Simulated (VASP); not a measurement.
# H4C2O in VASP: notebook

Runs on H4C2O. Level: PBE+D3(BJ). Tasks: single point.

All numbers are computed with VASP 6.6.1; they aren't measurements. Logs are shortened: lines on timing, memory, paths and dates and some standing lists are left out, and cuts for length are marked.

### Step 1. The cell of the first run

The cell holds a disordered packing, 28 atoms: a = 8.569 Å, b = 8.569 Å, c = 8.569 Å, α = 90.00°, β = 90.00°, γ = 90.00°.

### Step 2. Single point, PBE+D3(BJ)

INCAR

```
PREC = Accurate ; ENCUT = 910
EDIFF = 1E-6 ; ISMEAR = -1
SIGMA = 0.02 ; LREAL = Auto
LASPH = True ; NELM = 120
ALGO = Normal ; ISIF = 2
LWAVE = False ; LCHARG = False
GGA = PE ; IVDW = 12
NBANDS = 56 ; GGA_COMPAT = False
```

KPOINTS

```
regular mesh
0
Gamma
  1 1 1
```

POSCAR

```
H4C2O
1.0
    8.5689890000      0.0000000000      0.0000000000
    0.0000000000      8.5689890000      0.0000000000
    0.0000000000      0.0000000000      8.5689890000
O C H
4 8 16
Direct
    0.6210767688      0.0927647357     -0.0610106980
    0.5535775574      0.8240528725      0.3515817327
    0.1857745412      0.9189065361      0.6362477534
   -0.0096860902      0.5089048428      0.6770810419
    0.7287324094      0.0339013155     -0.1180302600
    0.5981335721      0.9448489198      0.3345318800
    0.2081809184      0.8142500825      0.5551179958
   -0.0290466005      0.6135612964      0.6025331576
    0.4335167194      0.4377879351      0.5845730459
    0.1312756966      0.5878873225      0.0454195938
    0.6657378134      0.4592607133      0.2065354501
    0.1470535205      0.1775588695      0.3200027448
    0.3634734506      0.4998606020      0.4928352691
    0.3520485322      0.3810951327      0.6659595432
    0.4951342568      0.5341120172      0.6540094753
    0.5004090914      0.3442179702      0.5216484698
    0.0393161900      0.6086949114      0.1316841462
    0.1472985903      0.6804303285     -0.0378224316
    0.0952271032      0.4675464048     -0.0091259307
    0.2393864667      0.5589457519      0.1112149870
    0.7569387707      0.3658657982      0.1974678693
    0.6289306708      0.4691568632      0.3228385519
    0.5638821569      0.4181123351      0.1335280043
    0.7198865584      0.5723779083      0.1753649118
    0.0970592914      0.2339482522      0.4214849616
    0.2107716558      0.0722372266      0.3497145346
    0.2293619469      0.2666708990      0.2696000660
    0.0564010527      0.1495859080      0.2375542786
```

Potentials or basis: VASP PAW PBE potentials, release 64 (O_h, C_h, H_h).

Command:

```
$ cat potpaw_PBE.64/O_h/POTCAR potpaw_PBE.64/C_h/POTCAR potpaw_PBE.64/H_h/POTCAR > POTCAR
$ mpirun -np 1 vasp_gam > vasp.out
```

OUTCAR:

```text
PREC = Accurate
   ENCUT = 910
   EDIFF = 1E-6
   ISMEAR = -1
   LREAL = Auto
   LASPH = True
   NELM = 120
   ISIF = 2
   GGA = PE
   IVDW = 12
 IVDW          = 12

 ion  position               nearest neighbor table
   1  0.621  0.093  0.939-   5 1.16
   2  0.554  0.824  0.352-   6 1.11
   3  0.186  0.919  0.636-   7 1.15
   4  0.990  0.509  0.677-   8 1.11
   5  0.729  0.034  0.882-   1 1.16
   6  0.598  0.945  0.335-   2 1.11
   7  0.208  0.814  0.555-   3 1.15
   8  0.971  0.614  0.603-   4 1.11
   9  0.434  0.438  0.585-  14 1.10  13 1.12  16 1.12  15 1.15
  10  0.131  0.588  0.045-  18 1.08  17 1.10  20 1.11  19 1.17
  11  0.666  0.459  0.207-  22 1.05  24 1.11  21 1.12  23 1.13
  12  0.147  0.178  0.320-  28 1.08  25 1.08  26 1.09  27 1.13
  13  0.363  0.500  0.493-   9 1.12
  14  0.352  0.381  0.666-   9 1.10
  15  0.495  0.534  0.654-   9 1.15
  16  0.500  0.344  0.522-   9 1.12
  17  0.039  0.609  0.132-  10 1.10
  18  0.147  0.680  0.962-  10 1.08
[... 8 lines left out ...]
  27  0.229  0.267  0.270-  12 1.13
  28  0.056  0.150  0.238-  12 1.08

  LATTYP: Found a simple cubic cell.
 ALAT       =     8.5689890000

  Lattice vectors:

 A1 = (   8.5689890000,   0.0000000000,   0.0000000000)
 A2 = (   0.0000000000,   8.5689890000,   0.0000000000)
 A3 = (   0.0000000000,   0.0000000000,   8.5689890000)

Analysis of symmetry for initial positions (statically):
=====================================================================
 Subroutine PRICEL returns:
 Original cell was already a primitive cell.

 Routine SETGRP: Setting up the symmetry group for a
 simple cubic supercell.

 Subroutine GETGRP returns: Found  1 space group operations
 (whereof  1 operations were pure point group operations)
 out of a pool of 48 trial point group operations.

The static configuration has the point symmetry C_1 .

Analysis of symmetry for dynamics (positions and initial velocities):
=====================================================================
 Subroutine PRICEL returns:
 Original cell was already a primitive cell.

 Routine SETGRP: Setting up the symmetry group for a
 simple cubic supercell.

 Subroutine GETGRP returns: Found  1 space group operations
 (whereof  1 operations were pure point group operations)
 out of a pool of 48 trial point group operations.
[... 128 lines left out ...]
   NELM   =    120;   NELMIN=  2; NELMDL= -5     # of ELM steps
   EDIFF  = 0.1E-05   stopping-criterion for ELM
   LREAL  =      T    real-space projection
   EDIFFG = 0.1E-04   stopping-criterion for IOM
   NSW    =      0    number of steps for IOM
   IBRION =     -1    ionic relax: 0-MD 1-quasi-New 2-CG
   NFREE  =      0    steps in history (QN), initial steepest desc. (CG)
   ISIF   =      2    stress and relaxation
   ISYM   =      2    0-nonsym 1-usesym 2-fastsym
   POTIM  = 0.5000    time-step for ionic-motion
   TEBEG  =    0.0;   TEEND  =   0.0 temperature during run
   PSTRESS=    0.0 pullay stress
   NELECT =      72.0000    total number of electrons
   NUPDOWN=      -1.0000    fix difference up-down
   EMIN   =  10.00;   EMAX   =-10.00  energy-range for DOS
   EFERMI =   0.00;   METHOD = LEGACY
   ISMEAR =    -1;   SIGMA  =   0.02  broadening in eV -4-tet -1-fermi 0-gaus
   EFERMI_NEDOS =   21; number of points for ismear=-14 and -15
   IALGO  =     38    algorithm
   IMIX   =      4    mixing-type and parameters
     AMIX     =   0.40;   BMIX     =  1.00
     AMIX_MAG =   1.60;   BMIX_MAG =  1.00
  volume/ion in A,a.u.               =      22.47       151.64
  Fermi-wavevector in a.u.,A,eV,Ry     =   0.794797  1.501948  8.594826  0.631702
  Thomas-Fermi vector in A             =   1.900999
   LORBIT       =      0    0 simple, 1 ext, 2 COOP (PROOUT), +10 PAW based schemes
   GGA     = PE    functional components
   LHFCALC =     F    Hartree Fock is set to
   AEXX    =    0.0000 exact exchange contribution
   IVDW    =    12    specifies the selected vdW correction
   LEPSILON=     F    determine dielectric tensor
   LRPA    =     F    only Hartree local field effects (RPA)
 non-spin polarized calculation
  energy-cutoff  :      910.00
  volume of cell :      629.20
 maximum number of plane-waves:     19564
   NGX = 43   NGY = 43   NGZ = 43

 number of electron      72.0000000 magnetization

 Free energy of the ion-electron system (eV)
  ---------------------------------------------------
  ext. energy  EPLUGINS =         0.00000000
  ---------------------------------------------------
  free energy    TOTEN  =      -155.45356903 eV

  energy without entropy =     -155.45356903  energy(sigma->0) =     -155.45356903

 E-fermi :  -5.9140     XC(G=0):  -4.7758

 val. band max:       -6.4187925847   @ k =   0.0000   0.0000   0.0000
 cond. band min:      -0.6588277990   @ k =   0.0000   0.0000   0.0000
 fundamental gap:      5.7599647857
 Fermi energy:        -5.9139729427

 k-point     1 :       0.0000    0.0000    0.0000
  band No.  band energies     occupation
      1     -27.6260      2.00000
      2     -27.5677      2.00000
      3     -26.9900      2.00000
      4     -26.9547      2.00000
      5     -15.1227      2.00000
      6     -15.0197      2.00000
[... 40 lines left out ...]
     47       2.5450      0.00000
     48       2.5547      0.00000
 [bands above 48 left out]

------------------------ aborting loop because EDIFF is reached ----------------------------------------

 Edisp (eV)   -0.65068

 E8    (eV) :    -0.1433

  FORCE on cell =-STRESS in cart. coord.  units (eV):
  Direction    XX          YY          ZZ          XY          YZ          ZX
  --------------------------------------------------------------------------------------
  -------------------------------------------------------------------------------------
  Total      -3.50217    -2.83199    -0.08552     0.86699    -5.09330    -0.11886
  in kB      -8.91784    -7.21129    -0.21775     2.20769   -12.96945    -0.30267
  external pressure =       -5.45 kB  Pullay stress =        0.00 kB

 VOLUME and BASIS-vectors are now :
 -----------------------------------------------------------------------------
  energy-cutoff  :      910.00
  volume of cell :      629.20
      direct lattice vectors                 reciprocal lattice vectors
     8.568989000  0.000000000  0.000000000     0.116699881  0.000000000  0.000000000
     0.000000000  8.568989000  0.000000000     0.000000000  0.116699881  0.000000000
     0.000000000  0.000000000  8.568989000     0.000000000  0.000000000  0.116699881

 POSITION                                       TOTAL-FORCE (eV/Angst)
 -----------------------------------------------------------------------------------
      5.32200      0.79490      8.04619         1.999726     -1.089118     -1.066893
      4.74360      7.06130      3.01270        -0.959405     -2.583985      0.369909
      1.59190      7.87410      5.45200         0.282782     -1.181569     -0.869058
      8.48599      4.36080      5.80190         0.425311     -2.248699      1.538698
      6.24450      0.29050      7.55759        -2.001312      1.094812      1.062832
      5.12540      8.09640      2.86660         0.965358      2.619199     -0.361728
[... 20 lines left out ...]
      1.96540      2.28510      2.31020        -0.472188     -0.720659      0.087585
      0.48330      1.28180      2.03560        -0.423706     -0.058650     -0.456401
 -----------------------------------------------------------------------------------
    total drift:                               -0.000693      0.004881      0.002698

  FREE ENERGIE OF THE ION-ELECTRON SYSTEM (eV)
  ---------------------------------------------------
  free  energy   TOTEN  =      -156.1042454099 eV

  energy  without entropy=     -156.1042454099  energy(sigma->0) =     -156.10424541
```

OSZICAR:

```text
N       E                     dE             d eps       ncg     rms          rms(c)
DAV:   1     0.744514010373E+03    0.74451E+03   -0.41288E+04   112   0.164E+03
DAV:   2     0.239851227843E+02   -0.72053E+03   -0.69125E+03   168   0.277E+02
DAV:   3    -0.161279405864E+03   -0.18526E+03   -0.18311E+03   144   0.143E+02
DAV:   4    -0.171669111114E+03   -0.10390E+02   -0.10186E+02   152   0.378E+01
DAV:   5    -0.171976920495E+03   -0.30781E+00   -0.30729E+00   144   0.636E+00    0.212E+01
DAV:   6    -0.158125680451E+03    0.13851E+02   -0.28537E+01   136   0.180E+01    0.983E+00
DAV:   7    -0.156109513362E+03    0.20162E+01   -0.48902E+00   152   0.888E+00    0.522E+00
DAV:   8    -0.155593515333E+03    0.51600E+00   -0.77688E-01   144   0.359E+00    0.212E+00
DAV:   9    -0.155468586973E+03    0.12493E+00   -0.21899E-01   144   0.171E+00    0.473E-01
DAV:  10    -0.155461672231E+03    0.69147E-02   -0.19558E-02   144   0.702E-01    0.268E-01
DAV:  11    -0.155456814558E+03    0.48577E-02   -0.12467E-02   136   0.495E-01    0.165E-01
DAV:  12    -0.155454817027E+03    0.19975E-02   -0.37267E-03   144   0.251E-01    0.826E-02
DAV:  13    -0.155453847628E+03    0.96940E-03   -0.17161E-03   128   0.193E-01    0.669E-02
DAV:  14    -0.155453640273E+03    0.20736E-03   -0.10339E-03   144   0.119E-01    0.380E-02
DAV:  15    -0.155453579257E+03    0.61015E-04   -0.20782E-04   136   0.621E-02    0.123E-02
DAV:  16    -0.155453572448E+03    0.68092E-05   -0.26975E-05   144   0.231E-02    0.627E-03
DAV:  17    -0.155453569534E+03    0.29138E-05   -0.56385E-06   120   0.116E-02    0.298E-03
DAV:  18    -0.155453569035E+03    0.49973E-06   -0.11223E-06   112   0.549E-03
   1 F= -.15610425E+03 E0= -.15610425E+03  d E =-.114557E-10
```

Run time: 5.2 min. Hardware: 1 thread of Intel Xeon Platinum 8488C (Sapphire Rapids), shared host; peak memory 1 GiB.

What came out:

```
Free energy                : -156.1042 eV
Pressure                   : -0.5 GPa
Largest force              : 3.114 eV/Å
Dispersion energy per atom : -0.023 eV
```

Forces in eV/Å, atoms in the order of the input:
```
O    2.000 -1.089 -1.067
O   -0.959 -2.584  0.370
O    0.283 -1.182 -0.869
O    0.425 -2.249  1.539
C   -2.001  1.095  1.063
C    0.965  2.619 -0.362
C   -0.096  1.310  0.915
C   -0.667  2.060 -1.572
C   -0.395  0.800 -0.237
C   -0.234 -3.064  0.502
C    0.606 -0.922 -1.765
C    0.980  1.092 -0.350
H    0.286 -0.367  0.557
H   -0.007  0.002 -0.111
H   -0.031 -1.349 -0.916
H    0.113  0.873  0.758
H   -0.008  0.443 -0.051
H   -0.009  0.311 -0.381
H    0.523  1.878  0.285
H   -0.242  0.444 -0.304
H   -0.431  0.535  0.135
H   -0.509 -0.013  1.627
H    0.811  0.756  0.333
H   -0.423 -0.366 -0.386
H   -0.237 -0.112  0.484
H    0.157 -0.143  0.171
H   -0.472 -0.721  0.088
H   -0.424 -0.059 -0.456
```

Caveat: the k points lie up to 0.73 Å⁻¹ apart; the cutoff is under 1.25 times the usual one of these potentials, so pressure, stress and relaxed cells hold a basis-set (Pulay) error.

### Step 3. Single point, PBE+D3(BJ)

INCAR

```
ALGO = Normal
EDIFF = 1E-6
ENCUT = 910
GGA = PE
GGA_COMPAT = False
ISIF = 2
ISMEAR = -1
IVDW = 12
LASPH = True
LCHARG = True
LELF = True
LREAL = Auto
LVHAR = True
LWAVE = False
NBANDS = 56
NELM = 120
PREC = Accurate
SIGMA = 0.02
```

KPOINTS

```
k-points
0
Gamma
  1 1 1
```

POSCAR

```
H4C2O
1.0
    8.5689890000      0.0000000000      0.0000000000
    0.0000000000      8.5689890000      0.0000000000
    0.0000000000      0.0000000000      8.5689890000
O C H
4 8 16
Direct
    0.7281722500      0.0424787568     -0.1473569402
    0.5359325353      0.9404493342      0.2877935775
    0.1065119818      0.9329688718      0.7902449169
   -0.1508696067      0.3374960570      0.6194313005
    0.6633804758     -0.0495390997     -0.0763217224
    0.5332601080      0.9957417380      0.4065940568
    0.1202125478      0.9344159504      0.6581056412
   -0.0344498050      0.3382662762      0.5614197894
    0.4363408565      0.4831258390      0.6136196464
    0.3131291218      0.7183111100      0.1120435561
    0.7572538604      0.4512784414      0.1789592681
    0.1679778093      0.2414170446      0.1747580724
    0.3745482693      0.5882724321      0.6079130222
    0.5454085657      0.4865568155      0.5544294665
    0.3793796444      0.3795546943      0.5600427308
    0.4442764485      0.4537758188      0.7364462715
    0.4290821239      0.7612683363      0.1408100769
    0.2514532344      0.6863120025      0.2173068492
    0.3391531953      0.6181476018      0.0328043367
    0.2568564390      0.8108541159      0.0551640339
    0.8423747539      0.3599024342      0.1757733614
    0.7299344182      0.4712107811      0.2993935457
    0.6453153342      0.4000471934      0.1330728748
    0.8057893411      0.5633570075      0.1270978408
    0.1778739592      0.3283234463      0.2644419312
    0.2828688425      0.2052050715      0.1394913682
    0.1036411647      0.2986700065      0.0694714394
    0.0908041777      0.1359203519      0.2043414923
```

Potentials or basis: VASP PAW PBE potentials, release 64 (O_h, C_h, H_h).

Command:

```
$ cat potpaw_PBE.64/O_h/POTCAR potpaw_PBE.64/C_h/POTCAR potpaw_PBE.64/H_h/POTCAR > POTCAR
$ mpirun -np 1 vasp_gam > vasp.out
```

Wall time 2.5 min (1 thread of Intel Xeon Platinum 8375C at 2.90GHz (Ice Lake), shared host); peak memory 1 GiB.

The run converged. Its results:

| Item | Value |
| --- | --- |
| Free energy | -156.0708 eV |
| Pressure | 0.3 GPa |
| Largest force | 3.021 eV/Å |
| Dispersion energy per atom | -0.022 eV |

Forces in eV/Å, atoms in the order of the input:
```
O   -0.262 -0.364  0.295
O    0.201 -0.390 -1.153
O    0.034  0.021 -0.335
O   -2.316 -0.021  1.143
C    0.277  0.369 -0.328
C   -0.052  0.634  1.383
C   -0.020 -0.011  0.321
C    2.326  0.014 -1.120
C   -0.276 -2.394  0.214
C    1.634 -1.374 -0.119
C   -0.773  0.507 -0.573
C   -2.369 -0.481 -1.812
H   -1.052  1.393 -0.578
H    1.185  0.414 -0.105
H   -0.416  0.670  0.041
H    0.548 -0.074  0.418
H    0.087  0.025  0.273
H   -0.214 -0.331  0.289
H   -0.677  0.356  0.359
H   -0.995  1.073 -0.973
H    0.755 -0.508 -0.146
H    0.015  0.355  0.945
H    0.775  0.829 -0.360
H   -0.827 -1.163  0.131
H   -0.186  0.242  0.731
H    0.527 -0.330 -0.278
H    1.036 -0.632  1.237
H    1.035  1.172  0.098
```

Stress tensor (GPa, compression positive):
```
 0.65 -0.81 -0.18
-0.81 -0.40  0.31
-0.18  0.31  0.59
```

Levels at points of the mesh, in eV from the Fermi level:
```tsv
k point	band 32	band 33	band 34	band 35	band 36	band 37	band 38	band 39	band 40	band 41
(0.00, 0.00, 0.00)	-0.84	-0.83	-0.68	-0.64	-0.53	5.76	5.81	5.92	5.98	6.16
```

Caveat: the k points lie up to 0.73 Å⁻¹ apart; the cutoff is under 1.25 times the usual one of these potentials, so pressure, stress and relaxed cells hold a basis-set (Pulay) error; the atoms stand as in a frame of molecular dynamics.
